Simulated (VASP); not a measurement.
# BaTiO3: single point with PBEsol

The system is BaTiO3.

```
CELL_PARAMETERS angstrom
2.82737 1.63238 2.31839
-2.82737 1.63238 2.31839
0.00000 -3.26476 2.31839
ATOMIC_POSITIONS crystal
Ba 0.00000 0.00000 0.00000
Ti 0.48450 0.48450 0.48450
O 0.50860 0.50860 0.01750
O 0.01750 0.50860 0.50860
O 0.50860 0.01750 0.50860
```

```
Program                : VASP 6.6.1
Task                   : single point
Functional             : PBEsol
Potentials or basis    : VASP PAW PBE potentials, release 64 (Ba_sv, Ti_sv, O)
Cutoff                 : 520 eV
k mesh                 : 6 × 6 × 6
Occupations            : gaussian, width 0.01 eV
Spin                   : no spin polarisation
Dipole correction      : no
Further INCAR settings : ALGO = Normal; EDIFF = 1e-06; NBANDS = 28
```

```yaml
Pressure: 0.6 GPa
Largest_force: 0.142 eV/Å
Band_gap_on_the_k_mesh: 2.34 eV, indirect (least direct gap 2.74 eV)
```

Forces in eV/Å, atoms in the order of the input:
```
Ba   0.000  0.000 -0.126
Ti   0.000  0.000  0.142
O    0.000  0.096 -0.005
O   -0.083 -0.048 -0.005
O    0.083 -0.048 -0.005
```

Stress tensor (GPa, compression positive):
```
0.66 0.00 0.00
0.00 0.66 0.00
0.00 0.00 0.48
```

Levels at points of the mesh, in eV from the valence-band top:
```csv
k point,band 18,band 19,band 20,band 21,band 22,band 23
"(0.00, 0.00, 0.00)",-0.54,-0.40,-0.40,2.34,2.34,2.48
"(0.50, 0.00, 0.00)",-1.66,-0.97,-0.84,2.52,3.79,3.88
"(0.50, 0.50, 0.00)",-0.90,-0.85,-0.10,3.86,3.86,4.19
"(0.50, 0.50, 0.50)",-0.02,-0.02,0.00,4.34,4.49,4.49
```

It took 37 s on 1 thread of Intel(R) Xeon(R) Platinum 8488C (Sapphire Rapids), with other jobs on the host, peak memory 0.2 GiB.

Caveat: the PAW data sets were made with another functional, which shifts forces and pressure a little; spin-orbit coupling is left out, which moves the levels of the heavy elements. A k mesh can miss the band edges.
